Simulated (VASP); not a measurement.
# Ir (P6_3/mmc) in VASP: a series of runs, part 2 of 2

VASP 6.6.1.

## 4. Single point, PBE

This run uses another cell than the first one, of 15.72 Å³/atom, 1.003 times its volume.

The input, INCAR:

```
SYSTEM = Ir
ALGO     = Normal         ! electronic algorithm
EDIFF    = 1E-6           ! SCF threshold, eV
ENCUT    = 520            ! plane-wave cutoff, eV
GGA      = PE             ! functional
ISIF     = 2              ! what is computed and relaxed
ISMEAR   = 0              ! smearing method
LASPH    = .TRUE.         ! aspherical terms in the spheres
LCHARG   = .FALSE.        ! write CHGCAR
LREAL    = .FALSE.        ! projectors in reciprocal space
LWAVE    = .FALSE.        ! write WAVECAR
NBANDS   = 16             ! bands
NELM     = 80             ! most SCF steps
PREC     = Accurate       ! precision mode
SIGMA    = 0.15           ! smearing width, eV
```

The input, KPOINTS:

```
k-points
0
G
  18 18 10
  0 0 0
```

The input, POSCAR:

```
Ir
1.0
    2.7478111495      0.0000000000      0.0000000000
   -1.3739055747      2.3796742603      0.0000000000
    0.0000000000      0.0000000000      4.8092000000
Ir
2
Direct
    0.6666666667      0.3333333333      0.7500000000
    0.3333333333      0.6666666667      0.2500000000
```

Potentials or basis: VASP PAW PBE potentials, release 64 (Ir).

The run is started by

```sh
cat potpaw_PBE.64/Ir/POTCAR > POTCAR
mpirun -np 1 vasp_std > vasp.out
```

OUTCAR:

```text
SYSTEM = Ir
   EDIFF = 1E-6
   ENCUT = 520
   GGA = PE
   ISIF = 2
   ISMEAR = 0
   LASPH = .TRUE.
   LREAL = .FALSE.
   NELM = 80
   PREC = Accurate

 ion  position               nearest neighbor table
   1  0.667  0.333  0.750-   2 2.88   2 2.88   2 2.88   2 2.88   2 2.88   2 2.88
   2  0.333  0.667  0.250-   1 2.88   1 2.88   1 2.88   1 2.88   1 2.88   1 2.88

  LATTYP: Found a hexagonal cell.
 ALAT       =     2.7478111495
 C/A-ratio  =     1.7501930585

  Lattice vectors:

 A1 = (   2.7478111495,   0.0000000000,   0.0000000000)
 A2 = (  -1.3739055747,   2.3796742603,   0.0000000000)
 A3 = (   0.0000000000,   0.0000000000,   4.8092000000)

Analysis of symmetry for initial positions (statically):
=====================================================================
 Subroutine PRICEL returns:
 Original cell was already a primitive cell.

 Routine SETGRP: Setting up the symmetry group for a
 hexagonal supercell.

 Subroutine GETGRP returns: Found 24 space group operations
 (whereof 12 operations were pure point group operations)
 out of a pool of 24 trial point group operations.

The static configuration has the point symmetry D_3d.
 The point group associated with its full space group is D_6h.

[... 156 lines left out ...]
  ---------------------------------------------------
  free energy    TOTEN  =       -17.30742522 eV

  energy without entropy =      -17.27627344  energy(sigma->0) =      -17.29184933

 E-fermi :   8.6673     XC(G=0): -13.3592

 val. band max:        8.6661709443   @ k =   0.3889   0.1667   0.2000
 cond. band min:       8.6674215565   @ k =   0.3889   0.0556   0.2000
 fundamental gap:      0.0012506121
 Fermi energy:         8.6673265954

 k-point     1 :       0.0000    0.0000    0.0000
  band No.  band energies     occupation
      1      -1.3532      2.00000
      2       1.3983      2.00000
      3       4.7738      2.00000
      4       5.5036      2.00000
      5       5.5036      2.00000
      6       5.9111      2.00000
[... 433 lines left out ...]
      3       2.9934      2.00000
      4       5.3321      2.00000
      5       5.4660      2.00000
      6       5.6895      2.00000
[... 8 lines left out ...]
     15      18.6768      0.00000
     16      21.2969      0.00000

 [... further k-points ...]
[... 5 lines left out ...]
  --------------------------------------------------------------------------------------
  -------------------------------------------------------------------------------------
  Total       -2.6104048     -2.6104048     -6.2708108     -0.0000000      0.0000000     -0.0000000
  in kB     -132.9968052   -132.9968052   -319.4898340     -0.0000000      0.0000000     -0.0000000
  external PRESSURE =    -195.1611481 kB  Pullay stress =       0.0000000 kB

 VOLUME and BASIS-vectors are now :
 -----------------------------------------------------------------------------
  energy-cutoff  :      520.00
  volume of cell :       31.45
      direct lattice vectors                 reciprocal lattice vectors
     2.747811149  0.000000000  0.000000000     0.363926029  0.210112791  0.000000000
    -1.373905575  2.379674260  0.000000000     0.000000000  0.420225582  0.000000000
     0.000000000  0.000000000  4.809200000     0.000000000  0.000000000  0.207934792

 POSITION                                       TOTAL-FORCE (eV/Angst)
 -----------------------------------------------------------------------------------
      1.37391      0.79322      3.60690         0.000000      0.000000      0.000000
     -0.00000      1.58645      1.20230        -0.000000     -0.000000      0.000000
 -----------------------------------------------------------------------------------
    total drift:                                0.000000     -0.000000     -0.000000

  FREE ENERGIE OF THE ION-ELECTRON SYSTEM (eV)
  ---------------------------------------------------
  free  energy   TOTEN  =       -17.3074252166 eV

  energy  without entropy=      -17.2762734366  energy(sigma->0) =      -17.29184933
```

OSZICAR:

```text
N       E                     dE             d eps       ncg     rms          rms(c)
DAV:   1     0.139762056912E+03    0.13976E+03   -0.84282E+03  7104   0.112E+03
DAV:   2    -0.146006388365E+02   -0.15436E+03   -0.13878E+03  7120   0.301E+02
DAV:   3    -0.184292015664E+02   -0.38286E+01   -0.37577E+01  9872   0.552E+01
DAV:   4    -0.184701927340E+02   -0.40991E-01   -0.40978E-01  7904   0.502E+00
DAV:   5    -0.184713226500E+02   -0.11299E-02   -0.11299E-02  9912   0.855E-01    0.166E+01
DAV:   6    -0.174583208462E+02    0.10130E+01   -0.14801E+00  8736   0.153E+01    0.647E+00
DAV:   7    -0.173179646803E+02    0.14036E+00   -0.34580E-01  9560   0.693E+00    0.222E+00
DAV:   8    -0.173109261291E+02    0.70386E-02   -0.50660E-03  8024   0.630E-01    0.120E+00
DAV:   9    -0.173074096513E+02    0.35165E-02   -0.40542E-03  9152   0.786E-01    0.272E-02
DAV:  10    -0.173074196702E+02   -0.10019E-04   -0.27111E-05 10592   0.436E-02    0.110E-02
DAV:  11    -0.173074249415E+02   -0.52713E-05   -0.16901E-06  8456   0.112E-02    0.208E-03
DAV:  12    -0.173074252166E+02   -0.27516E-06   -0.79746E-08  5280   0.316E-03
   1 F= -.17307425E+02 E0= -.17291849E+02  d E =-.311518E-01
```

stdout:

```text
POSCAR found type information on POSCAR Ir
 POSCAR found :  1 types and       2 ions
 scaLAPACK will be used
 LDA part: xc-table for (Slater+PW92), standard interpolation
 POSCAR, INCAR and KPOINTS ok, starting setup
 FFT: planning ... GRIDC
 FFT: planning ... GRID_SOFT
 FFT: planning ... GRID
 WAVECAR not read
 entering main loop
```

Run time: 96 s. Hardware: 1 thread of Intel Xeon 8259CL, shared host; peak memory 0.21 GiB.

What came out:

| Property | Result |
| --- | --- |
| Free energy | -17.3074 eV |
| Pressure | -19.5 GPa |
| Band gap on the k mesh | zero (band 9 reaches 9.90 eV, above the bottom of band 10 at 6.82 eV) |

Stress tensor (GPa, compression positive):
```
-13.30   0.00   0.00
  0.00 -13.30   0.00
  0.00   0.00 -31.95
```

Caveat: spin-orbit coupling is left out, which moves the levels of the heavy elements.

## 5. Single point, PBE

This run uses another cell than the first one, of 15.84 Å³/atom, 1.010 times its volume.

The input, INCAR:

```
SYSTEM = Ir
  PREC = Accurate
  ENCUT = 520
  EDIFF = 1E-7
  ISMEAR = 0
  SIGMA = 0.15
  LREAL = .False.
  LASPH = .True.
  NELM = 100
  ALGO = Normal
  ISIF = 2
  LWAVE = .False.
  LCHARG = .False.
  GGA = PE
  NBANDS = 16
```

The input, KPOINTS:

```
regular mesh
0
Gamma
  18 18 10
  0 0 0
```

The input, POSCAR:

```
Ir
1.0
    2.9402000000      0.0000000000      0.0000000000
   -1.4701000000      2.5462878922      0.0000000000
    0.0000000000      0.0000000000      4.2303000000
Ir
2
Direct
    0.6666666667      0.3333333333      0.7500000000
    0.3333333333      0.6666666667      0.2500000000
```

Potentials or basis: VASP PAW PBE potentials, release 64 (Ir).

The run is started by

```sh
cat potpaw_PBE.64/Ir/POTCAR > POTCAR
mpirun -np 1 vasp_std > vasp.out
```

OUTCAR:

```text
SYSTEM = Ir
   PREC = Accurate
   ENCUT = 520
   EDIFF = 1E-7
   ISMEAR = 0
   LREAL = .False.
   LASPH = .True.
   NELM = 100
   ISIF = 2
   GGA = PE

 ion  position               nearest neighbor table
   1  0.667  0.333  0.750-   2 2.71   2 2.71   2 2.71   2 2.71   2 2.71   2 2.71
   2  0.333  0.667  0.250-   1 2.71   1 2.71   1 2.71   1 2.71   1 2.71   1 2.71

  LATTYP: Found a hexagonal cell.
 ALAT       =     2.9402000000
 C/A-ratio  =     1.4387796749

  Lattice vectors:

[... 647 lines left out ...]

  FORCE on cell =-STRESS in cart. coord.  units (eV):
  Direction    XX          YY          ZZ          XY          YZ          ZX
  --------------------------------------------------------------------------------------
  -------------------------------------------------------------------------------------
  Total       -5.0145694     -5.0145694     -0.7310921     -0.0000000     -0.0000000      0.0000000
  in kB     -253.6814324   -253.6814324    -36.9851288     -0.0000000     -0.0000000      0.0000000
  external PRESSURE =    -181.4493312 kB  Pullay stress =       0.0000000 kB

 VOLUME and BASIS-vectors are now :
 -----------------------------------------------------------------------------
  energy-cutoff  :      520.00
  volume of cell :       31.67
      direct lattice vectors                 reciprocal lattice vectors
     2.940200000  0.000000000  0.000000000     0.340112917  0.196364284  0.000000000
    -1.470100000  2.546287892  0.000000000     0.000000000  0.392728569  0.000000000
     0.000000000  0.000000000  4.230300000     0.000000000  0.000000000  0.236389854

 POSITION                                       TOTAL-FORCE (eV/Angst)
 -----------------------------------------------------------------------------------
      1.47010      0.84876      3.17272         0.000000     -0.000000      0.000000
     -0.00000      1.69753      1.05757        -0.000000      0.000000      0.000000
 -----------------------------------------------------------------------------------
    total drift:                               -0.000000      0.000000     -0.000000

  FREE ENERGIE OF THE ION-ELECTRON SYSTEM (eV)
  ---------------------------------------------------
  free  energy   TOTEN  =       -17.1861545825 eV

  energy  without entropy=      -17.1475135280  energy(sigma->0) =      -17.16683406
```

OSZICAR:

```text
N       E                     dE             d eps       ncg     rms          rms(c)
DAV:   1     0.138549049092E+03    0.13855E+03   -0.84114E+03  7104   0.111E+03
DAV:   2    -0.144204482875E+02   -0.15297E+03   -0.13687E+03  7120   0.298E+02
DAV:   3    -0.182746574734E+02   -0.38542E+01   -0.37843E+01  9576   0.558E+01
DAV:   4    -0.183163111135E+02   -0.41654E-01   -0.41637E-01  8072   0.502E+00
DAV:   5    -0.183174565236E+02   -0.11454E-02   -0.11454E-02  9832   0.874E-01    0.167E+01
DAV:   6    -0.173333354071E+02    0.98412E+00   -0.14198E+00  8792   0.151E+01    0.662E+00
DAV:   7    -0.171966843319E+02    0.13665E+00   -0.33253E-01  9672   0.680E+00    0.226E+00
DAV:   8    -0.171878239200E+02    0.88604E-02   -0.66672E-03  8144   0.769E-01    0.819E-01
DAV:   9    -0.171861364518E+02    0.16875E-02   -0.23552E-03  9688   0.601E-01    0.202E-02
DAV:  10    -0.171861503870E+02   -0.13935E-04   -0.21661E-05  9456   0.388E-02    0.126E-02
DAV:  11    -0.171861545101E+02   -0.41232E-05   -0.16390E-06  9368   0.103E-02    0.145E-03
DAV:  12    -0.171861546158E+02   -0.10561E-06   -0.63724E-08  7288   0.242E-03    0.451E-04
DAV:  13    -0.171861545825E+02    0.33259E-07   -0.15154E-08  5464   0.124E-03
   1 F= -.17186155E+02 E0= -.17166834E+02  d E =-.386411E-01
```

It took 1.7 min on 1 thread of Intel Xeon 8259CL, shared host; peak memory 0.23 GiB.

Results:

```yaml
Free_energy: -17.1862 eV
Pressure: -18.1 GPa
Band_gap_on_the_k_mesh: zero (band 9 reaches 9.24 eV, above the bottom of band 10 at 6.99 eV)
```

Caveat: spin-orbit coupling is left out, which moves the levels of the heavy elements.

## 6. Single point, PBE

This run uses another cell than the first one, of 15.86 Å³/atom, 1.011 times its volume.

The input, INCAR:

```
SYSTEM = Ir
ALGO = Normal ; EDIFF = 1E-6
ENCUT = 520 ; GGA = PE
ISIF = 2 ; ISMEAR = 0
LASPH = .TRUE. ; LCHARG = .TRUE.
LELF = .TRUE. ; LREAL = .FALSE.
LVHAR = .TRUE. ; LWAVE = .FALSE.
NBANDS = 16 ; NELM = 60
PREC = Accurate ; SIGMA = 0.15
```

The input, KPOINTS:

```
k-points
0
G
  18 18 10
  0 0 0
```

The input, POSCAR:

```
Ir
1.0
    2.8302000000      0.0000000000      0.0000000000
   -1.4151000000      2.4510250978      0.0000000000
    0.0000000000      0.0000000000      4.5717000000
Ir
2
Direct
    0.6666666667      0.3333333333      0.7500000000
    0.3333333333      0.6666666667      0.2500000000
```

Potentials or basis: VASP PAW PBE potentials, release 64 (Ir).

The run is started by

```sh
cat potpaw_PBE.64/Ir/POTCAR > POTCAR
mpirun -np 1 vasp_std > vasp.out
```

Wall time 2.1 min (1 thread of Intel Xeon 8259CL, shared host); peak memory 0.23 GiB.

Results (log left out):

| Quantity | Value |
| --- | --- |
| Free energy | -17.3662 eV |
| Pressure | -23.2 GPa |
| Band gap on the k mesh | zero (band 9 reaches 9.42 eV, above the bottom of band 10 at 6.66 eV) |

Stress tensor (GPa, compression positive):
```
-23.27   0.00   0.00
  0.00 -23.27   0.00
  0.00   0.00 -23.06
```

Levels at points of the mesh, in eV from the Fermi level:
```csv
k point,band 5,band 6,band 7,band 8,band 9,band 10,band 11,band 12,band 13,band 14
"(0.00, 0.00, 0.00)",-3.22,-2.67,-2.67,-2.03,-2.03,-0.46,0.22,0.22,6.12,14.35
"(0.50, 0.00, 0.00)",-2.99,-2.94,-2.50,0.54,0.78,0.89,2.54,3.84,7.62,9.50
"(0.00, 0.00, 0.50)",-3.34,-3.34,-3.34,-3.34,-0.42,-0.42,-0.42,-0.42,13.33,13.33
"(0.50, 0.00, 0.50)",-1.80,-1.80,-0.74,-0.74,0.75,0.75,1.84,1.84,6.67,6.67
```

Caveat: spin-orbit coupling is left out, which moves the levels of the heavy elements.

## 7. The runs side by side

```tsv
cell	gap on the mesh (eV)	pressure (GPa)
a = 2.876, b = 2.876, c = 4.379 Å, angles 90.0, 90.0, 120.0°, 2 atoms	none	-19.1
a = 2.812, b = 2.812, c = 4.601 Å, angles 90.0, 90.0, 120.0°, 2 atoms	none	-21.7
a = 2.748, b = 2.748, c = 4.809 Å, angles 90.0, 90.0, 120.0°, 2 atoms	none	-19.5
a = 2.940, b = 2.940, c = 4.230 Å, angles 90.0, 90.0, 120.0°, 2 atoms	none	-18.1
a = 2.830, b = 2.830, c = 4.572 Å, angles 90.0, 90.0, 120.0°, 2 atoms	none	-23.2
```

Alike in all rows: task single point; level PBE; potentials or basis VASP PAW PBE potentials, release 64 (Ir); no spin polarisation; k mesh 18 × 18 × 10; cutoff (eV) 520; smearing gaussian 0.15 eV.

Caveats: spin-orbit coupling is left out, which moves the levels of the heavy elements.

Total energies depend on the potentials used, so only differences within one code and one set of settings carry meaning.
